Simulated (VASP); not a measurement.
# CdS (P6_3mc) in VASP: vibrations by perturbation theory with LDA

Aim: the vibrations by perturbation theory of CdS with LDA.

Program: VASP 6.6.1. These are calculated values, not measurements. Logs are shortened: lines on timing, memory, paths and dates and some standing lists are left out, and cuts for length are marked.

## Step 1: The cell of the first run

It takes space group P6_3mc (No. 186, hexagonal). Conventional cell: a = 4.074 Å, b = 4.074 Å, c = 6.638 Å, α = 90.00°, β = 90.00°, γ = 120.00°. Within 3.3 Å of Cd (site symmetry 3m) lie 4 S at 2.49 to 2.50 Å. Within 3.3 Å of S (site symmetry 3m) lie 4 Cd at 2.49 to 2.50 Å.

## Step 2: Vibrations by perturbation theory, LDA

INCAR reads:

```
ALGO = Normal
EDIFF = 1E-8
ENCUT = 630
GGA = CA
GGA_COMPAT = False
IBRION = 8
ISIF = 2
ISMEAR = 0
LASPH = True
LCHARG = True
LEPSILON = True
LREAL = False
LWAVE = False
NBANDS = 34
NELM = 120
NSW = 1
PREC = Accurate
SIGMA = 0.01
```

KPOINTS reads:

```
k-points
0
Gamma
  6 6 4
```

POSCAR reads:

```
CdS
1.0
    4.0744095621      0.0000000000      0.0000000000
   -2.0372047810      3.5285421862      0.0000000000
    0.0000000000      0.0000000000      6.6375634320
Cd S
2 2
Direct
    0.6666666667      0.3333333333      0.5004406314
    0.3333333333      0.6666666667      0.0004406314
    0.6666666667      0.3333333333      0.8765593686
    0.3333333333      0.6666666667      0.3765593686
```

Potentials or basis: VASP PAW LDA potentials, release 64 (Cd_sv_GW, S).

Started as:

```console
> cat potpaw_LDA.64/Cd_sv_GW/POTCAR potpaw_LDA.64/S/POTCAR > POTCAR
> mpirun -np 1 vasp_std > vasp.out
```

OUTCAR:

```text
EDIFF = 1E-8
   ENCUT = 630
   GGA = CA
   IBRION = 8
   ISIF = 2
   ISMEAR = 0
   LASPH = True
   LEPSILON = True
   LREAL = False
   NELM = 120
   NSW = 1
   PREC = Accurate

 ion  position               nearest neighbor table
   1  0.667  0.333  0.500-   4 2.49   4 2.49   4 2.49   3 2.50
   2  0.333  0.667  0.000-   3 2.49   3 2.49   3 2.49   4 2.50
   3  0.667  0.333  0.877-   2 2.49   2 2.49   2 2.49   1 2.50
   4  0.333  0.667  0.377-   1 2.49   1 2.49   1 2.49   2 2.50

  LATTYP: Found a hexagonal cell.
 ALAT       =     4.0744095621
 C/A-ratio  =     1.6290859647

  Lattice vectors:

 A1 = (   4.0744095621,   0.0000000000,   0.0000000000)
 A2 = (  -2.0372047810,   3.5285421862,   0.0000000000)
 A3 = (   0.0000000000,   0.0000000000,   6.6375634320)

Analysis of symmetry for initial positions (statically):
=====================================================================
 Subroutine PRICEL returns:
 Original cell was already a primitive cell.

 Routine SETGRP: Setting up the symmetry group for a
 hexagonal supercell.

 Subroutine GETGRP returns: Found 12 space group operations
 (whereof  6 operations were pure point group operations)
 out of a pool of 24 trial point group operations.

The static configuration has the point symmetry C_3v.
 The point group associated with its full space group is C_6v.

Analysis of symmetry for dynamics (positions and initial velocities):
=====================================================================
 Subroutine PRICEL returns:
 Original cell was already a primitive cell.

 Routine SETGRP: Setting up the symmetry group for a
 hexagonal supercell.

[... 1045 lines left out ...]

 BORN EFFECTIVE CHARGES (including local field effects) (in |e|, cummulative output)
 ---------------------------------------------------------------------------------
 ion    1
    1     2.14418     0.00000    -0.00000
    2     0.00000     2.14418     0.00000
    3    -0.00000     0.00000     2.20559
 ion    2
    1     2.14418     0.00000     0.00000
    2     0.00000     2.14418     0.00000
    3     0.00000     0.00000     2.20559
 ion    3
    1    -2.14418    -0.00000     0.00000
    2    -0.00000    -2.14418     0.00000
    3     0.00000    -0.00000    -2.20559
 ion    4
    1    -2.14418    -0.00000    -0.00000
    2    -0.00000    -2.14418    -0.00000
    3     0.00000     0.00000    -2.20559

 INTERNAL STRAIN TENSOR FOR ION    4 for displacements in x,y,z  (eV/Angst):
          X           Y           Z          XY          YZ          ZX
  --------------------------------------------------------------------------------
  x    -0.00000     0.00000     0.00000    -7.19320     0.00000     4.45948
  y    -7.19320     7.19320     0.00000     0.00000     3.99065     0.00000
  z     4.32424     4.32424    -8.34463     0.00000    -0.00000     0.00000

 SECOND DERIVATIVES (NOT SYMMETRIZED)
 ------------------------------------
               1X          1Y          1Z          2X          2Y          2Z          3X          3Y          3Z          4X          4Y          4Z
  1X    -5.531348   -0.000000   -0.000000   -0.093387   -0.000000   -0.000000    0.047002    0.000000    0.000000    5.577733    0.000000    0.000000
  1Y    -0.000000   -5.531348    0.000000   -0.000000   -0.093387    0.000000    0.000000    0.047002   -0.000000    0.000000    5.577733    0.000000
  1Z     0.000000   -0.000000   -7.159051   -0.000000    0.000000    1.745388   -0.000000    0.000000    4.153312    0.000000    0.000000    1.260351
  2X    -0.093387   -0.000000    0.000000   -5.531348   -0.000000    0.000000    5.577733    0.000000    0.000000    0.047002    0.000000    0.000000
  2Y    -0.000000   -0.093387   -0.000000   -0.000000   -5.531348    0.000000    0.000000    5.577733   -0.000000    0.000000    0.047002    0.000000
  2Z     0.000000    0.000000    1.745388   -0.000000    0.000000   -7.159051    0.000000    0.000000    1.260351    0.000000    0.000000    4.153312
  3X     0.053182    0.000000   -0.000000    5.602732    0.000000   -0.000000   -6.172053   -0.000000   -0.000000    0.516139    0.000000    0.000000
  3Y     0.000000    0.053182    0.000000    0.000000    5.602732    0.000000   -0.000000   -6.172053    0.000000    0.000000    0.516139    0.000000
  3Z    -0.000000    0.000000    4.105628    0.000000    0.000000    1.225039   -0.000000   -0.000000   -8.094053   -0.000000    0.000000    2.763386
  4X     5.602732    0.000000    0.000000    0.053182    0.000000    0.000000    0.516139    0.000000   -0.000000   -6.172053   -0.000000    0.000000
  4Y     0.000000    5.602732   -0.000000    0.000000    0.053182    0.000000    0.000000    0.516139    0.000000   -0.000000   -6.172053   -0.000000
  4Z    -0.000000   -0.000000    1.225039    0.000000    0.000000    4.105628    0.000000    0.000000    2.763386    0.000000    0.000000   -8.094053

 Eigenvectors and eigenvalues of the dynamical matrix
 ----------------------------------------------------

   1 f  =    9.212020 THz    57.880829 2PiTHz  307.279914 cm-1    38.097837 meV
             X         Y         Z           dx          dy          dz
      2.037205  1.176181  3.321706     0.000000   -0.000000    0.124865
     -0.000000  2.352361  0.002925    -0.000000    0.000000   -0.124865
      2.037205  1.176181  5.818218     0.000000   -0.000000   -0.695995
     -0.000000  2.352361  2.499437    -0.000000    0.000000    0.695995
[... 71 lines left out ...]
  12 f/i=    0.023336 THz     0.146627 2PiTHz    0.778421 cm-1     0.096512 meV
             X         Y         Z           dx          dy          dz
      2.037205  1.176181  3.321706    -0.000000    0.000000    0.622643
     -0.000000  2.352361  0.002925    -0.000000    0.000000    0.622643
      2.037205  1.176181  5.818218    -0.000000    0.000000    0.335135
     -0.000000  2.352361  2.499437    -0.000000    0.000000    0.335135

--------------------------------------------------------------------------------------------------------

 MACROSCOPIC STATIC DIELECTRIC TENSOR IONIC CONTRIBUTION
 ------------------------------------------------------
           3.091322     0.000000     0.000000
           0.000000     3.091322     0.000000
           0.000000     0.000000     3.434120
 ------------------------------------------------------

 ELASTIC MODULI CONTR FROM IONIC RELAXATION (kBar)
 Direction    XX          YY          ZZ          XY          YZ          ZX
 --------------------------------------------------------------------------------
 XX        -380.1932    146.1759    225.5636     -0.0000     -0.0000     -0.0000
 YY         146.1759   -380.1932    225.5636     -0.0000      0.0000      0.0000
 ZZ         225.5636    225.5636   -434.8307      0.0000      0.0000      0.0000
 XY          -0.0000     -0.0000      0.0000   -263.1845     -0.0000      0.0000
 YZ           0.0000     -0.0000      0.0000     -0.0000   -112.5783     -0.0000
 ZX           0.0000     -0.0000      0.0000     -0.0000     -0.0000   -112.2950
 --------------------------------------------------------------------------------

 PIEZOELECTRIC TENSOR IONIC CONTR  for field in x, y, z        (C/m^2)
          XX          YY          ZZ          XY          YZ          ZX
  --------------------------------------------------------------------------------
  x     0.00000    -0.00000     0.00000     0.00000    -0.00000    -0.55440
  y    -0.00000     0.00000     0.00000    -0.00000    -0.55510    -0.00000
  z    -0.59647    -0.59647     1.14985    -0.00000    -0.00000    -0.00000
```

OSZICAR:

```text
N       E                     dE             d eps       ncg     rms          rms(c)
DAV:   1     0.120879555727E+04    0.12088E+04   -0.32164E+04  1612   0.207E+03
DAV:   2     0.135836097166E+03   -0.10730E+04   -0.99463E+03  1428   0.824E+02
DAV:   3    -0.839449560894E+01   -0.14423E+03   -0.14191E+03  2290   0.336E+02
[... 311 lines left out ...]
RMM:  18    -0.121045049808E+00    0.19930E-08   -0.26546E-07  3074   0.149E-04    0.420E-07
RMM:  19    -0.121045054308E+00   -0.44994E-08   -0.81126E-07  3047   0.150E-04    0.821E-07
RMM:  20    -0.121045049318E+00    0.49898E-08   -0.17989E-07  3032   0.152E-04    0.817E-07
RMM:  21    -0.121045054422E+00   -0.51037E-08   -0.83021E-07  3036   0.154E-04    0.812E-07
RMM:  22    -0.121045050224E+00    0.41981E-08   -0.15126E-07  3024   0.155E-04    0.838E-07
 Linear response finished
```

stdout:

```text
POSCAR found type information on POSCAR CdS
 POSCAR found :  2 types and       4 ions
 scaLAPACK will be used
 LDA part: xc-table for (Slater(with rela. corr.)+CA(PZ))
 , standard interpolation
 POSCAR, INCAR and KPOINTS ok, starting setup
 FFT: planning ... GRIDC
 FFT: planning ... GRID_SOFT
 FFT: planning ... GRID
[... 33 lines left out ...]
 first order change of Fermi-energy   0.80938E+00
 force on displaced ion       1 direction 3 :  -0.000   0.000  -7.159
 Born effective charge ion    1 direction 3 :  -0.000  -0.000   2.189
 Linear response progress:
 first order change of Fermi-energy   0.87999E-02
 force on displaced ion       3 direction 1 :  -6.172  -0.001   0.001
 Born effective charge ion    3 direction 1 :  -2.187   0.000  -0.000
 Linear response progress:
 first order change of Fermi-energy  -0.80915E+00
 force on displaced ion       3 direction 3 :   0.000   0.000  -8.094
 Born effective charge ion    3 direction 3 :   0.000  -0.000  -2.220
 Born effective charges drift removed
 Linear response finished
```

Run time: 30 min. Hardware: 1 thread of Intel Xeon 6975P-C (Granite Rapids), shared host; peak memory 0.87 GiB.

What came out:

```
Electronic dielectric tensor (diagonal)                 : 7.58, 7.58, 7.36
Born charges (mean of the diagonal)                     : Cd +2.16; S -2.16 e
Highest phonon frequency at Γ, LO-TO splitting left out : 307 cm⁻¹
```

Phonon frequencies in cm⁻¹ (negative: imaginary):
| q point | frequencies |
| --- | --- |
| (0.000, 0.000, 0.000) | -1 0 0 41 41 139 241 248 248 261 261 307 |

Electronic dielectric tensor:
```
7.58 0.00 0.00
0.00 7.58 0.00
0.00 0.00 7.36
```

Born effective charge tensors (e):
atom 1, Cd
```
2.14 0.00 0.00
0.00 2.14 0.00
0.00 0.00 2.21
```
atom 2, Cd
```
2.14 0.00 0.00
0.00 2.14 0.00
0.00 0.00 2.21
```
atom 3, S
```
-2.14  0.00  0.00
 0.00 -2.14  0.00
 0.00  0.00 -2.21
```
atom 4, S
```
-2.14  0.00  0.00
 0.00 -2.14  0.00
 0.00  0.00 -2.21
```
